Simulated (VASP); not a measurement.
## Ge: single point with LDA

The system is Ge.

```
Ge
1.0
    -1.38740    1.38740    1.38740
     1.38740   -1.38740    1.38740
     1.38740    1.38740   -1.38740
Ge
1
Direct
  0.00000 0.00000 0.00000
```

```yaml
Program: VASP 6.6.1
Task: single point
Functional: LDA
Potentials_or_basis: VASP PAW LDA potentials, release 64 (Ge_d)
Cutoff: 520 eV
k_mesh: 19 × 19 × 19
Occupations: fermi-dirac, width 0.08 eV
Spin: no spin polarisation
```

The pressure is 131.2 GPa. The band gap on the k mesh is zero (band 7 reaches 31.37 eV, above the bottom of band 8 at 8.90 eV).

Levels at points of the mesh, in eV from the Fermi level:
```csv
k point,band 5,band 6,band 7,band 8,band 9,band 10
"(0.00, 0.00, 0.00)",-25.32,-19.46,16.79,16.79,16.79,20.09
```

It took 19 s on 1 thread of Intel(R) Xeon(R) Platinum 8488C (Sapphire Rapids), with other jobs on the host, peak memory 0.13 GiB.
